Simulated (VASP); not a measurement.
Set up this calculation in VASP 6.6.1, as the native input.

```
Task                   : single point
Functional             : PBEsol
Potentials or basis    : VASP PAW PBE potentials, release 64 (Ta_pv)
Cutoff                 : 520 eV
k mesh                 : 20 × 20 × 20
Occupations            : gaussian, width 0.15 eV
Spin                   : no spin polarisation
Dipole correction      : no
Further INCAR settings : ALGO = Normal; EDIFF = 1e-06; NBANDS = 12
```

The structure of Ta lies in POSCAR:

```
Ta
1.0
   -1.6265108000      1.6265108000      1.6265108000
    1.6265108000     -1.6265108000      1.6265108000
    1.6265108000      1.6265108000     -1.6265108000
Ta
1
Direct
    0.0000000000      0.0000000000      0.0000000000
```

This cell differs from its parent crystal: strain -0.015 along x and y, -0.015 along z.

These files were run (other wordings do the same):

INCAR

```
SYSTEM = Ta
  PREC = Accurate
  ENCUT = 520
  EDIFF = 1E-6
  ISMEAR = 0
  SIGMA = 0.15
  LREAL = .False.
  LASPH = .True.
  NELM = 80
  ALGO = Normal
  ISIF = 2
  LWAVE = .False.
  LCHARG = .True.
  GGA = PS
  LELF = .True.
  LVHAR = .True.
  NBANDS = 12
```

KPOINTS

```
regular mesh
0
Gamma
  20 20 20
  0 0 0
```

Potentials or basis: VASP PAW PBE potentials, release 64 (Ta_pv).

Launch:

```bash
$ cat potpaw_PBE.64/Ta_pv/POTCAR > POTCAR
$ mpirun -np 1 vasp_std > vasp.out
```

Results of the run:

| Property | Result |
| --- | --- |
| Pressure | 6.1 GPa |
| Band gap on the k mesh | zero (an odd number of electrons rules out a gap without spin polarisation) |

Caveat: the cell differs from its parent crystal (strain -0.015 along x and y, -0.015 along z); the cell stands under pressure; the PAW data sets were made with another functional, which shifts forces and pressure a little; spin-orbit coupling is left out, which moves the levels of the heavy elements.

Wall time 39 s on 1 thread of Intel Xeon 8259CL, with other jobs on the host, peak memory 0.18 GiB.
